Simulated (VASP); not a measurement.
# MgS (I4/mmm) in VASP: further runs

The runs below take MgS through single point, with PBEsol.

Program: VASP 6.6.1. These are calculated values, not measurements. Logs are shortened: lines on timing, memory, paths and dates and some standing lists are left out, and cuts for length are marked.

### Step 1. The cell of the first run

Symmetry: I4/mmm, No. 139, tetragonal system. The conventional cell has a = 3.385 Å, b = 3.385 Å, c = 5.620 Å, α = 90.00°, β = 90.00°, γ = 90.00°. Mg (site symmetry 4/mmm) has 6 S at 2.39 to 2.81 Å within 3.2 Å. S (site symmetry 4/mmm) has 6 Mg at 2.39 to 2.81 Å within 3.2 Å.

### Step 2. Single point, PBEsol (strain -0.080 along x and y, +0.080 along z)

INCAR reads:

```
SYSTEM = MgS
ALGO = Normal
EDIFF = 1E-6
ENCUT = 520
GGA = PS
ISIF = 2
ISMEAR = 0
LASPH = .TRUE.
LCHARG = .FALSE.
LREAL = .FALSE.
LWAVE = .FALSE.
NBANDS = 11
NELM = 80
PREC = Accurate
SIGMA = 0.05
```

KPOINTS reads:

```
k-points
0
G
  8 8 8
  0 0 0
```

POSCAR reads:

```
MgS
1.0
    0.0000000000      2.3935180000      2.8097820000
    2.3935180000      0.0000000000      2.8097820000
    2.3935180000      2.3935180000      0.0000000000
Mg S
1 1
Direct
    0.0000000000      0.0000000000      0.0000000000
    0.5000000000      0.5000000000      0.5000000000
```

Potentials or basis: VASP PAW PBE potentials, release 64 (Mg, S).

Launch:

```console
$ cat potpaw_PBE.64/Mg/POTCAR potpaw_PBE.64/S/POTCAR > POTCAR
$ mpirun -np 1 vasp_std > vasp.out
```

OUTCAR:

```text
SYSTEM = MgS
   EDIFF = 1E-6
   ENCUT = 520
   GGA = PS
   ISIF = 2
   ISMEAR = 0
   LASPH = .TRUE.
   LREAL = .FALSE.
   NELM = 80
   PREC = Accurate

 ion  position               nearest neighbor table
   1  0.000  0.000  0.000-   2 2.39   2 2.39   2 2.39   2 2.39   2 2.81   2 2.81
   2  0.500  0.500  0.500-   1 2.39   1 2.39   1 2.39   1 2.39   1 2.81   1 2.81

  LATTYP: Found a body centered tetragonal cell.
 ALAT       =     3.3849456174
 C/A-ratio  =     1.6601637471

  Lattice vectors:

 A1 = (  -2.3935180000,   0.0000000000,   2.8097820000)
 A2 = (   2.3935180000,   0.0000000000,   2.8097820000)
 A3 = (   0.0000000000,   2.3935180000,  -2.8097820000)

Analysis of symmetry for initial positions (statically):
=====================================================================
 Subroutine PRICEL returns:
 Original cell was already a primitive cell.

 Routine SETGRP: Setting up the symmetry group for a
 body centered tetragonal supercell.

 Subroutine GETGRP returns: Found 16 space group operations
 (whereof 16 operations were pure point group operations)
 out of a pool of 16 trial point group operations.

The static configuration has the point symmetry D_4h.

Analysis of symmetry for dynamics (positions and initial velocities):
=====================================================================
 Subroutine PRICEL returns:
 Original cell was already a primitive cell.

 Routine SETGRP: Setting up the symmetry group for a
 body centered tetragonal supercell.

 Subroutine GETGRP returns: Found 16 space group operations
 (whereof 16 operations were pure point group operations)
 out of a pool of 16 trial point group operations.

The dynamic configuration has the point symmetry D_4h.

 Subroutine INISYM returns: Found 16 space group operations
 (whereof 16 operations are pure point group operations),
 and found     1 'primitive' translations

----------------------------------------------------------------------------------------

                                     Primitive cell

  volume of cell :      32.1941

  direct lattice vectors                    reciprocal lattice vectors
     0.000000000  2.393518000  2.809782000    -0.208897531  0.208897531  0.177949748
     2.393518000  0.000000000  2.809782000     0.208897531 -0.208897531  0.177949748
     2.393518000  2.393518000  0.000000000     0.208897531  0.208897531 -0.177949748

  length of vectors
     3.691043661  3.691043661  3.384945617     0.344880370  0.344880370  0.344880370

  position of ions in fractional coordinates (direct lattice)
     0.000000000  0.000000000  0.000000000
     0.500000000  0.500000000  0.500000000

  ion indices of the primitive-cell ions
   primitive index   ion index
                 1           1
                 2           2

----------------------------------------------------------------------------------------

 KPOINTS: k-points

Automatic generation of k-mesh.
 Grid dimensions read from file:
 generate k-points for:    8    8    8

 Generating k-lattice:

  Cartesian coordinates                     Fractional coordinates (reciprocal lattice)
    -0.026112191  0.026112191  0.022243719     0.125000000  0.000000000  0.000000000
     0.026112191 -0.026112191  0.022243719     0.000000000  0.125000000  0.000000000
     0.026112191  0.026112191 -0.022243719    -0.000000000 -0.000000000  0.125000000

  Length of vectors
     0.043110046  0.043110046  0.043110046

  Shift w.r.t. Gamma in fractional coordinates (k-lattice)
     0.000000000  0.000000000  0.000000000

 Subroutine IBZKPT returns following result:
 ===========================================

 Found     59 irreducible k-points:

 Following reciprocal coordinates:
            Coordinates               Weight
  0.000000  0.000000  0.000000      1.000000
  0.125000  0.000000  0.000000      8.000000
  0.250000  0.000000  0.000000      8.000000
  0.375000 -0.000000  0.000000      8.000000
  0.500000  0.000000  0.000000      4.000000
  0.125000  0.125000  0.000000      2.000000
[... 16 lines left out ...]
  0.250000  0.000000  0.125000     16.000000
  0.375000 -0.000000  0.125000     16.000000
 [... further k-points ...]
   k-points           NKPTS =     59   k-points in BZ     NKDIM =     59   number of bands    NBANDS=     11
   number of dos      NEDOS =    301   number of ions     NIONS =      2
   total plane-waves  NPLWV =  21952
   dimension x,y,z NGX =    28 NGY =   28 NGZ =   28
   dimension x,y,z NGXF=    56 NGYF=   56 NGZF=   56
   ions per type =               1   1
   NGX,Y,Z   is equivalent  to a cutoff of  12.61, 12.61, 13.75 a.u.
   NGXF,Y,Z  is equivalent  to a cutoff of  25.22, 25.22, 27.50 a.u.
 SYSTEM =  MgS
   PREC   = accura    normal or accurate (medium, high low for compatibility)
   ISTART =      0    job   : 0-new  1-cont  2-samecut
   ICHARG =      2    charge: 1-file 2-atom 10-const
   ISPIN  =      1    spin polarized calculation?
   LNONCOLLINEAR =      F non collinear calculations
   LSORBIT =      F    spin-orbit coupling
   LASPH  =      T    aspherical Exc in radial PAW
   ENCUT  =  520.0 eV  38.22 Ry    6.18 a.u.   6.86  6.86  6.29*2*pi/ulx,y,z
   NELM   =     80;   NELMIN=  2; NELMDL= -5     # of ELM steps
   EDIFF  = 0.1E-05   stopping-criterion for ELM
   LREAL  =      F    real-space projection
   EDIFFG = 0.1E-04   stopping-criterion for IOM
   NSW    =      0    number of steps for IOM
   IBRION =     -1    ionic relax: 0-MD 1-quasi-New 2-CG
   NFREE  =      0    steps in history (QN), initial steepest desc. (CG)
   ISIF   =      2    stress and relaxation
   ISYM   =      2    0-nonsym 1-usesym 2-fastsym
   POTIM  = 0.5000    time-step for ionic-motion
   TEBEG  =    0.0;   TEEND  =   0.0 temperature during run
   PSTRESS=    0.0 pullay stress
   NELECT =       8.0000    total number of electrons
   NUPDOWN=      -1.0000    fix difference up-down
   EMIN   =  10.00;   EMAX   =-10.00  energy-range for DOS
   EFERMI =   0.00;   METHOD = LEGACY
   ISMEAR =     0;   SIGMA  =   0.05  broadening in eV -4-tet -1-fermi 0-gaus
   EFERMI_NEDOS =   21; number of points for ismear=-14 and -15
   IALGO  =     38    algorithm
   IMIX   =      4    mixing-type and parameters
     AMIX     =   0.40;   BMIX     =  1.00
     AMIX_MAG =   1.60;   BMIX_MAG =  1.00
  volume/ion in A,a.u.               =      16.10       108.63
  Fermi-wavevector in a.u.,A,eV,Ry     =   1.029231  1.944964 14.412873  1.059316
  Thomas-Fermi vector in A             =   2.163268
   LORBIT       =      0    0 simple, 1 ext, 2 COOP (PROOUT), +10 PAW based schemes
   GGA     = PS    functional components
   LHFCALC =     F    Hartree Fock is set to
   AEXX    =    0.0000 exact exchange contribution
   IVDW    =     0    specifies the selected vdW correction
   LEPSILON=     F    determine dielectric tensor
   LRPA    =     F    only Hartree local field effects (RPA)
 non-spin polarized calculation
 Gauss-broadening in eV      SIGMA  =   0.05
  energy-cutoff  :      520.00
  volume of cell :       32.19
 maximum number of plane-waves:       882
   NGX = 13   NGY = 13   NGZ = 13

 number of electron       8.0000001 magnetization

 Free energy of the ion-electron system (eV)
  ---------------------------------------------------
  ext. energy  EPLUGINS =         0.00000000
  ---------------------------------------------------
  free energy    TOTEN  =        -8.76595028 eV

  energy without entropy =       -8.76595028  energy(sigma->0) =       -8.76595028

 E-fermi :   4.8641     XC(G=0): -10.1777

 val. band max:        4.6635422980   @ k =   0.0000   0.0000   0.0000
 cond. band min:       7.2594140688   @ k =   0.5000   0.0000   0.5000
 fundamental gap:      2.5958717708
 Fermi energy:         4.8641493275

 k-point     1 :       0.0000    0.0000    0.0000
  band No.  band energies     occupation
      1      -8.7973      2.00000
      2       4.3135      2.00000
      3       4.3135      2.00000
      4       4.6635      2.00000
      5       8.6915      0.00000
      6      11.2405      0.00000
      7      13.0314      0.00000
      8      13.0314      0.00000
      9      13.7709      0.00000
     10      15.8317      0.00000
     11      16.0468      0.00000

 k-point     2 :       0.1250    0.0000    0.0000
  band No.  band energies     occupation
      1      -8.6202      2.00000
      2       3.2634      2.00000
      3       4.2692      2.00000
      4       4.3787      2.00000
      5       9.4197      0.00000
      6      11.6744      0.00000
      7      12.2463      0.00000
      8      13.3572      0.00000
      9      13.6845      0.00000
     10      15.2847      0.00000
     11      16.8033      0.00000

 k-point     3 :       0.2500    0.0000    0.0000
  band No.  band energies     occupation
      1      -8.1352      2.00000
      2       1.3457      2.00000
      3       3.9180      2.00000
      4       4.1724      2.00000
      5       9.4413      0.00000
      6      11.5829      0.00000
      7      13.0508      0.00000
      8      13.4134      0.00000
      9      14.9810      0.00000
     10      15.1664      0.00000
     11      17.1876      0.00000

 k-point     4 :       0.3750   -0.0000    0.0000
  band No.  band energies     occupation
      1      -7.5253      2.00000
      2      -0.2789      2.00000
      3       3.5407      2.00000
      4       4.0879      2.00000
      5       8.8484      0.00000
      6      11.3267      0.00000
      7      12.7013      0.00000
      8      14.8599      0.00000
      9      16.6016      0.00000
     10      16.8879      0.00000
     11      17.7069      0.00000

 k-point     5 :       0.5000    0.0000    0.0000
  band No.  band energies     occupation
      1      -7.2111      2.00000
      2      -0.9496      2.00000
      3       3.4004      2.00000
      4       4.0562      2.00000
      5       8.6084      0.00000
      6      11.2448      0.00000
      7      12.4140      0.00000
      8      15.5443      0.00000
      9      16.9677      0.00000
     10      18.7169      0.00000
     11      19.7226      0.00000
[... 211 lines left out ...]
 k-point    21 :       0.5000    0.5000    0.0000
  band No.  band energies     occupation
      1      -7.3161      2.00000
      2      -0.3792      2.00000
      3       3.1225      2.00000
      4       3.1225      2.00000
      5       8.3764      0.00000
      6       8.8307      0.00000
      7      16.1204      0.00000
      8      17.4763      0.00000
      9      19.5588      0.00000
     10      19.5588      0.00000
     11      20.6440      0.00000

 k-point    22 :       0.1250    0.0000    0.1250
  band No.  band energies     occupation
      1      -8.5312      2.00000
      2       3.2594      2.00000
      3       3.7124      2.00000
      4       4.3815      2.00000
      5       9.7382      0.00000
      6      11.6669      0.00000
      7      12.4247      0.00000
      8      12.9643      0.00000
      9      13.8840      0.00000
     10      14.7744      0.00000
     11      17.2258      0.00000

 k-point    23 :       0.2500    0.0000    0.1250
  band No.  band energies     occupation
      1      -8.1242      2.00000
      2       1.7405      2.00000
      3       3.5449      2.00000
      4       3.9967      2.00000
      5      10.0482      0.00000
      6      11.3053      0.00000
      7      12.7011      0.00000
      8      12.8386      0.00000
      9      14.3778      0.00000
     10      15.6289      0.00000
     11      18.3445      0.00000

 k-point    24 :       0.3750   -0.0000    0.1250
  band No.  band energies     occupation
      1      -7.5397      2.00000
      2       0.1459      2.00000
      3       3.4250      2.00000
      4       3.5225      2.00000
      5       9.4105      0.00000
      6      11.7456      0.00000
      7      12.4972      0.00000
      8      12.8831      0.00000
      9      16.2245      0.00000
     10      18.0475      0.00000
     11      18.5122      0.00000

 [... further k-points ...]

------------------------ aborting loop because EDIFF is reached ----------------------------------------

  FORCE on cell =-STRESS in cart. coord.  units (eV):
  Direction    XX          YY          ZZ          XY          YZ          ZX
  --------------------------------------------------------------------------------------
  -------------------------------------------------------------------------------------
  Total        3.9398503      3.9398503     -0.7355031      0.0000000      0.0000000      0.0000000
  in kB      196.0714142    196.0714142    -36.6032015      0.0000000      0.0000000      0.0000000
  external PRESSURE =     118.5132090 kB  Pullay stress =       0.0000000 kB

 VOLUME and BASIS-vectors are now :
 -----------------------------------------------------------------------------
  energy-cutoff  :      520.00
  volume of cell :       32.19
      direct lattice vectors                 reciprocal lattice vectors
     0.000000000  2.393518000  2.809782000    -0.208897531  0.208897531  0.177949748
     2.393518000  0.000000000  2.809782000     0.208897531 -0.208897531  0.177949748
     2.393518000  2.393518000  0.000000000     0.208897531  0.208897531 -0.177949748

 POSITION                                       TOTAL-FORCE (eV/Angst)
 -----------------------------------------------------------------------------------
      0.00000      0.00000      0.00000         0.000000     -0.000000      0.000000
      2.39352      2.39352      2.80978        -0.000000      0.000000      0.000000
 -----------------------------------------------------------------------------------
    total drift:                                0.000000      0.000000      0.000000

  FREE ENERGIE OF THE ION-ELECTRON SYSTEM (eV)
  ---------------------------------------------------
  free  energy   TOTEN  =        -8.7659502848 eV

  energy  without entropy=       -8.7659502848  energy(sigma->0) =       -8.76595028
```

It took 21 s on 1 thread of Intel Xeon 8259CL, shared host; peak memory 0.17 GiB.

What came out:

| Property | Result |
| --- | --- |
| Free energy | -8.7660 eV |
| Pressure | 11.9 GPa |
| Band gap on the k mesh | 2.60 eV, indirect (least direct gap 4.03 eV) |

Stress tensor (GPa, compression positive):
```
19.61  0.00  0.00
 0.00 19.61  0.00
 0.00  0.00 -3.66
```

Levels at points of the mesh, in eV from the valence-band top:
```tsv
k point	band 1	band 2	band 3	band 4	band 5	band 6	band 7	band 8
(0.00, 0.00, 0.00)	-13.46	-0.35	-0.35	0.00	4.03	6.58	8.37	8.37
(0.50, 0.00, 0.00)	-11.87	-5.61	-1.26	-0.61	3.94	6.58	7.75	10.88
(0.50, 0.50, 0.00)	-11.98	-5.04	-1.54	-1.54	3.71	4.17	11.46	12.81
(0.50, 0.00, 0.50)	-11.18	-4.86	-3.03	-1.61	2.60	3.73	11.58	12.58
```

Caveat: the cell differs from its parent crystal (strain -0.080 along x and y, +0.080 along z); the PAW data sets were made with another functional, which shifts forces and pressure a little. A k mesh can miss the band edges.

[end of part 1 of 3]
